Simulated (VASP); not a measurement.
# Rb (Im-3m) in VASP: notebook

The runs below take Rb through single point, relaxation of cell and atoms, with PBE.

Program: VASP 6.6.1. These are calculated values, not measurements. Logs are shortened: lines on timing, memory, paths and dates and some standing lists are left out, and cuts for length are marked.

### Step 1. The cell of the first run

The structure is cubic, space group Im-3m (No. 229). Conventional cell: a = 5.671 Å, b = 5.671 Å, c = 5.671 Å, α = 90.00°, β = 90.00°, γ = 90.00°.

### Step 2. Single point, PBE

The input, INCAR:

```
PREC = Accurate
ENCUT = 520
EDIFF = 1E-6
ISMEAR = 0
SIGMA = 0.1
LREAL = False
LASPH = True
NELM = 80
ALGO = Normal
ISIF = 2
LWAVE = False
LCHARG = False
GGA = PE
NBANDS = 10
```

The input, KPOINTS:

```
regular mesh
0
Gamma
  10 10 10
```

The input, POSCAR:

```
Rb
1.0
   -2.8352805387      2.8352805387      2.8352805387
    2.8352805387     -2.8352805387      2.8352805387
    2.8352805387      2.8352805387     -2.8352805387
Rb
1
Direct
    0.0000000000      0.0000000000      0.0000000000
```

Potentials or basis: VASP PAW PBE potentials, release 64 (Rb_sv).

Started as:

```console
$ cat potpaw_PBE.64/Rb_sv/POTCAR > POTCAR
$ mpirun -np 1 vasp_std > vasp.out
```

OUTCAR:

```text
PREC = Accurate
   ENCUT = 520
   EDIFF = 1E-6
   ISMEAR = 0
   LREAL = False
   LASPH = True
   NELM = 80
   ISIF = 2
   GGA = PE

 ion  position               nearest neighbor table
   1  0.000  0.000  0.000-

  LATTYP: Found a body centered cubic cell.
 ALAT       =     5.6705610774

  Lattice vectors:

 A1 = (  -2.8352805387,   2.8352805387,   2.8352805387)
 A2 = (   2.8352805387,  -2.8352805387,   2.8352805387)
 A3 = (   2.8352805387,   2.8352805387,  -2.8352805387)

Analysis of symmetry for initial positions (statically):
=====================================================================
 Subroutine PRICEL returns:
 Original cell was already a primitive cell.

 Routine SETGRP: Setting up the symmetry group for a
 body centered cubic supercell.

 Subroutine GETGRP returns: Found 48 space group operations
 (whereof 48 operations were pure point group operations)
 out of a pool of 48 trial point group operations.

The static configuration has the point symmetry O_h .

Analysis of symmetry for dynamics (positions and initial velocities):
=====================================================================
 Subroutine PRICEL returns:
 Original cell was already a primitive cell.

 Routine SETGRP: Setting up the symmetry group for a
 body centered cubic supercell.

 Subroutine GETGRP returns: Found 48 space group operations
 (whereof 48 operations were pure point group operations)
 out of a pool of 48 trial point group operations.

The dynamic configuration has the point symmetry O_h .

 Subroutine INISYM returns: Found 48 space group operations
 (whereof 48 operations are pure point group operations),
 and found     1 'primitive' translations

----------------------------------------------------------------------------------------

                                     Primitive cell

  volume of cell :      91.1692

  direct lattice vectors                    reciprocal lattice vectors
    -2.835280539  2.835280539  2.835280539     0.000000000  0.176349392  0.176349392
     2.835280539 -2.835280539  2.835280539     0.176349392  0.000000000  0.176349392
     2.835280539  2.835280539 -2.835280539     0.176349392  0.176349392  0.000000000

  length of vectors
     4.910849947  4.910849947  4.910849947     0.249395702  0.249395702  0.249395702

  position of ions in fractional coordinates (direct lattice)
     0.000000000  0.000000000  0.000000000
[... 80 lines left out ...]
   IBRION =     -1    ionic relax: 0-MD 1-quasi-New 2-CG
   NFREE  =      0    steps in history (QN), initial steepest desc. (CG)
   ISIF   =      2    stress and relaxation
   ISYM   =      2    0-nonsym 1-usesym 2-fastsym
   POTIM  = 0.5000    time-step for ionic-motion
   TEBEG  =    0.0;   TEEND  =   0.0 temperature during run
   PSTRESS=    0.0 pullay stress
   NELECT =       9.0000    total number of electrons
   NUPDOWN=      -1.0000    fix difference up-down
   EMIN   =  10.00;   EMAX   =-10.00  energy-range for DOS
   EFERMI =   0.00;   METHOD = LEGACY
   ISMEAR =     0;   SIGMA  =   0.10  broadening in eV -4-tet -1-fermi 0-gaus
   EFERMI_NEDOS =   21; number of points for ismear=-14 and -15
   IALGO  =     38    algorithm
   IMIX   =      4    mixing-type and parameters
     AMIX     =   0.40;   BMIX     =  1.00
     AMIX_MAG =   1.60;   BMIX_MAG =  1.00
  volume/ion in A,a.u.               =      91.17       615.24
  Fermi-wavevector in a.u.,A,eV,Ry     =   0.756612  1.429789  7.788805  0.572461
  Thomas-Fermi vector in A             =   1.854771
   LORBIT       =      0    0 simple, 1 ext, 2 COOP (PROOUT), +10 PAW based schemes
   GGA     = PE    functional components
   LHFCALC =     F    Hartree Fock is set to
   AEXX    =    0.0000 exact exchange contribution
   IVDW    =     0    specifies the selected vdW correction
   LEPSILON=     F    determine dielectric tensor
   LRPA    =     F    only Hartree local field effects (RPA)
 non-spin polarized calculation
 Gauss-broadening in eV      SIGMA  =   0.10
  energy-cutoff  :      520.00
  volume of cell :       91.17
 maximum number of plane-waves:      2491
 NGX is ok and might be reduce to    40
   NGX = 19   NGY = 19   NGZ = 19

 number of electron       9.0000000 magnetization

 Free energy of the ion-electron system (eV)
  ---------------------------------------------------
  ext. energy  EPLUGINS =         0.00000000
  ---------------------------------------------------
  free energy    TOTEN  =        -0.93588633 eV

  energy without entropy =       -0.92967850  energy(sigma->0) =       -0.93278242

 E-fermi :   0.0104     XC(G=0):  -5.4621

 val. band max:        0.0075131949   @ k =  -0.3000   0.4000   0.2000
 cond. band min:       0.0899016221   @ k =  -0.4000   0.4000   0.2000
 fundamental gap:      0.0823884272
 Fermi energy:         0.0104109314

 k-point     1 :       0.0000    0.0000    0.0000
  band No.  band energies     occupation
      1     -28.8962      2.00000
      2     -12.9387      2.00000
      3     -12.9387      2.00000
      4     -12.9387      2.00000
      5      -1.9619      2.00000
      6       3.6848      0.00000
      7       3.6848      0.00000
      8       3.6848      0.00000
      9       4.6166      0.00000
     10       4.6166      0.00000
[... 287 lines left out ...]
 k-point    24 :      -0.3000    0.3000    0.1000
  band No.  band energies     occupation
      1     -28.8932      2.00000
      2     -13.0000      2.00000
      3     -12.9628      2.00000
      4     -12.9458      2.00000
      5      -0.8594      2.00000
      6       2.1237      0.00000
      7       2.9122      0.00000
      8       3.7623      0.00000
      9       4.6202      0.00000
     10       5.0401      0.00000

 [... further k-points ...]

------------------------ aborting loop because EDIFF is reached ----------------------------------------

  FORCE on cell =-STRESS in cart. coord.  units (eV):
  Direction    XX          YY          ZZ          XY          YZ          ZX
  --------------------------------------------------------------------------------------
  -------------------------------------------------------------------------------------
  Total        0.0025806      0.0025806      0.0025806      0.0000000      0.0000000      0.0000000
  in kB        0.0453503      0.0453503      0.0453503      0.0000000      0.0000000      0.0000000
  external PRESSURE =       0.0453503 kB  Pullay stress =       0.0000000 kB

 VOLUME and BASIS-vectors are now :
 -----------------------------------------------------------------------------
  energy-cutoff  :      520.00
  volume of cell :       91.17
      direct lattice vectors                 reciprocal lattice vectors
    -2.835280539  2.835280539  2.835280539     0.000000000  0.176349392  0.176349392
     2.835280539 -2.835280539  2.835280539     0.176349392  0.000000000  0.176349392
     2.835280539  2.835280539 -2.835280539     0.176349392  0.176349392  0.000000000

 POSITION                                       TOTAL-FORCE (eV/Angst)
 -----------------------------------------------------------------------------------
      0.00000      0.00000      0.00000         0.000000      0.000000      0.000000
 -----------------------------------------------------------------------------------
    total drift:                                0.000000     -0.000000     -0.000000

  FREE ENERGIE OF THE ION-ELECTRON SYSTEM (eV)
  ---------------------------------------------------
  free  energy   TOTEN  =        -0.9358863283 eV

  energy  without entropy=       -0.9296785020  energy(sigma->0) =       -0.93278242
```

Wall time 30 s (1 thread of AMD EPYC 7R43 (Zen 3), shared host); peak memory 0.21 GiB.

Results:

```yaml
Free_energy: -0.9359 eV
Pressure: 0.0 GPa
```

### Step 3. Relaxation of cell and atoms, PBE

This run uses another cell than the first one, of 88.37 Å³/atom, 0.969 times its volume.

The input, INCAR:

```
ALGO = Normal ; EDIFF = 1E-6
EDIFFG = -0.005 ; ENCUT = 600
GGA = PE ; IBRION = 2
ISIF = 3 ; ISMEAR = 0
LASPH = True ; LCHARG = False
LREAL = False ; LWAVE = False
NELM = 100 ; NSW = 100
PREC = Accurate ; SIGMA = 0.1
```

The input, KPOINTS:

```
k-points
0
Gamma
  10 10 10
```

The input, POSCAR:

```
Rb
1.0
   -2.8060000000      2.8060000000      2.8060000000
    2.8060000000     -2.8060000000      2.8060000000
    2.8060000000      2.8060000000     -2.8060000000
Rb
1
Direct
    0.0000000000      0.0000000000      0.0000000000
```

Potentials or basis: VASP PAW PBE potentials, release 64 (Rb_sv).

Started as:

```console
$ cat potpaw_PBE.64/Rb_sv/POTCAR > POTCAR
$ mpirun -np 1 vasp_std > vasp.out
```

OUTCAR:

```text
EDIFF = 1E-6
   EDIFFG = -0.005
   ENCUT = 600
   GGA = PE
   IBRION = 2
   ISIF = 3
   ISMEAR = 0
   LASPH = True
   LREAL = False
   NELM = 100
   NSW = 100
   PREC = Accurate

 ion  position               nearest neighbor table
   1  0.000  0.000  0.000-

  LATTYP: Found a body centered cubic cell.
 ALAT       =     5.6120000000

  Lattice vectors:

 A1 = (  -2.8060000000,   2.8060000000,   2.8060000000)
 A2 = (   2.8060000000,  -2.8060000000,   2.8060000000)
 A3 = (   2.8060000000,   2.8060000000,  -2.8060000000)

Analysis of symmetry for initial positions (statically):
=====================================================================
 Subroutine PRICEL returns:
 Original cell was already a primitive cell.

 Routine SETGRP: Setting up the symmetry group for a
[... 251 lines left out ...]
 fundamental gap:      0.0823979331
 Fermi energy:         0.0112839686

 k-point     1 :       0.0000    0.0000    0.0000
  band No.  band energies     occupation
      1     -28.8948      2.00000
      2     -12.9372      2.00000
      3     -12.9372      2.00000
      4     -12.9372      2.00000
      5      -1.9616      2.00000
      6       3.6861      0.00000
      7       3.6861      0.00000
      8       3.6861      0.00000
[... 243 lines left out ...]
 k-point    24 :      -0.3000    0.3000    0.1000
  band No.  band energies     occupation
      1     -28.8917      2.00000
      2     -12.9987      2.00000
      3     -12.9615      2.00000
      4     -12.9444      2.00000
      5      -0.8587      2.00000
      6       2.1248      0.00000
      7       2.9133      0.00000
      8       3.7636      0.00000

 [... further k-points ...]

------------------------ aborting loop because EDIFF is reached ----------------------------------------

  FORCE on cell =-STRESS in cart. coord.  units (eV):
  Direction    XX          YY          ZZ          XY          YZ          ZX
  --------------------------------------------------------------------------------------
  -------------------------------------------------------------------------------------
  Total        0.0018000      0.0018000      0.0018000      0.0000000     -0.0000000      0.0000000
  in kB        0.0316434      0.0316434      0.0316434      0.0000000     -0.0000000      0.0000000
  external PRESSURE =       0.0316434 kB  Pullay stress =       0.0000000 kB
[... 16 lines left out ...]
  FREE ENERGIE OF THE ION-ELECTRON SYSTEM (eV)
  ---------------------------------------------------
  free  energy   TOTEN  =        -0.9358378301 eV

  energy  without entropy=       -0.9296298983  energy(sigma->0) =       -0.93273386

 reached required accuracy - stopping structural energy minimisation
```

OSZICAR:

```text
N       E                     dE             d eps       ncg     rms          rms(c)
DAV:   1     0.497638414775E+02    0.49764E+02   -0.36408E+03   752   0.915E+02
DAV:   2     0.192721616996E+01   -0.47837E+02   -0.47281E+02   872   0.139E+02
DAV:   3    -0.835788051780E+00   -0.27630E+01   -0.27575E+01   944   0.414E+01
DAV:   4    -0.933387730061E+00   -0.97600E-01   -0.97573E-01  1312   0.608E+00
[... 20 lines left out ...]
DAV:   4    -0.935720031208E+00   -0.78551E-04   -0.69895E-04   848   0.257E-01    0.470E-02
DAV:   5    -0.935836408130E+00   -0.11638E-03   -0.11402E-04  1384   0.126E-01    0.289E-02
DAV:   6    -0.935835261505E+00    0.11466E-05   -0.17947E-05  1256   0.402E-02    0.660E-03
DAV:   7    -0.935837913410E+00   -0.26519E-05   -0.10072E-06   560   0.130E-02    0.897E-04
DAV:   8    -0.935837830120E+00    0.83290E-07   -0.95638E-08   456   0.261E-03
   3 F= -.93583783E+00 E0= -.93273386E+00  d E =-.842141E-03
```

Run time: 64 s. Hardware: 1 thread of AMD EPYC 7R43 (Zen 3), shared host; peak memory 0.23 GiB.

Results:

* Free energy: -0.9358 eV
* Relaxed volume: 91.14 Å³/atom
* Relaxed cell: a = 4.910 Å, b = 4.910 Å, c = 4.910 Å, α = 109.47°, β = 109.47°, γ = 109.47°
* Space group after relaxing (to 0.05 Å): Im-3m (No. 229)
* Energy gained by relaxing: 0.8 meV/atom
* Ionic steps: 3
* Pressure after relaxing: 0.0 GPa

The path:
```csv
step,energy change (eV),largest force (eV/Å),pressure (GPa),volume (Å³)
1,0.0000,0.0000,0.10,88.37
2,-0.0004,0.0000,0.07,89.06
3,-0.0008,0.0000,0.00,91.14
```

Final structure:
```xyz
1
Lattice="-2.8349 2.8349 2.8349 2.8349 -2.8349 2.8349 2.8349 2.8349 -2.8349" Properties=species:S:1:pos:R:3 pbc="T T T"
Rb    0.0000    0.0000    0.0000
```

PBE usually gives volumes a little too large and moduli too small. Zero-point motion and thermal expansion aren't in these numbers.

(Part 1 of 2 ends here.)
